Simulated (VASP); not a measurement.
# AgH16O8F: single point with PBE+D3(BJ)

The system is AgH16O8F.

```
O H Ag F
1.0
     6.57314    0.00000    0.00000
     0.00000    6.57314    0.00000
     0.00000    0.00000    6.57314
O H Ag F
8 16 1 1
Cartesian
  2.4935 3.6055 6.0777
  1.7627 6.5855 3.9241
  4.8780 1.6292 1.7412
  -0.3990 2.7251 4.6411
  4.8196 3.9563 0.7390
  0.4509 5.2402 0.4844
  1.1460 2.1370 2.1083
  4.0575 4.8809 3.6069
  2.5992 3.2257 5.1191
  1.7556 4.1610 6.1420
  1.6125 7.3598 3.3911
  2.6744 6.2786 3.7657
  3.9983 1.7857 2.0996
  4.9646 0.8220 1.2486
  -1.4150 2.7657 4.5700
  -0.2039 2.1421 3.8683
  5.0340 3.0214 0.9240
  3.9187 3.7524 0.1826
  0.7178 6.0604 0.8634
  -0.4550 4.8593 0.7601
  1.9046 2.5609 1.6717
  0.4857 2.1548 1.4326
  3.9433 3.9426 3.9714
  4.1732 4.6459 2.6233
  6.3619 5.1392 3.8751
  3.4017 2.5418 3.9810
```

```json
{"Program": "VASP 6.6.1", "Task": "single point", "Functional": "PBE", "Dispersion": "D3(BJ)", "Potentials or basis": "VASP PAW PBE potentials, release 64 (O, H, Ag, F)", "Cutoff": "520 eV", "k mesh": "1 × 1 × 1", "Occupations": "fermi-dirac, width 0.02 eV", "Spin": "no spin polarisation"}
```

```yaml
Pressure: 0.0 GPa
Largest_force: 3.654 eV/Å
Dispersion_energy_per_atom: -0.044 eV
```

Forces on the atoms (eV/Å):
```
O    2.561 -2.393 -1.033
O   -0.719 -1.397  0.828
O    1.124  0.409  0.336
O   -1.378 -0.042 -0.624
O   -2.046  0.045 -0.944
O   -0.580 -1.578 -0.821
O    1.094 -0.162  0.807
O    1.031  0.414 -1.646
H    0.020  0.028  1.119
H   -2.343  1.908  0.420
H   -0.049  1.246 -0.849
H    0.148 -0.405  0.048
H   -0.496 -0.326  0.613
H   -0.501 -1.036 -0.471
H    1.074 -0.474  0.237
H    0.213  0.461  0.310
H    0.436 -0.309  0.492
H    0.992  1.322  0.706
H    0.083  1.236  0.811
H    0.505  0.503 -0.415
H    0.054  0.223  0.064
H   -1.189  0.013 -0.954
H   -0.744 -0.189 -0.221
H   -0.245  0.348  0.914
Ag   0.611  0.188  0.343
F    0.346 -0.034 -0.070
```

Stress tensor (GPa, compression positive):
```
-0.42 -1.69 -0.16
-1.69  2.54 -1.43
-0.16 -1.43 -2.05
```

Levels at points of the mesh, in eV from the Fermi level:
```
           k point  band 39  band 40  band 41  band 42  band 43  band 44
(0.00, 0.00, 0.00)    -1.20    -1.06    -0.57     2.53     4.96     6.29
```

It took 29 s on 1 thread of Intel(R) Xeon(R) Platinum 8488C (Sapphire Rapids), on a shared host, peak memory 0.34 GiB.

Caveat: the k points lie up to 0.96 Å⁻¹ apart; the atoms stand as in a frame of molecular dynamics.
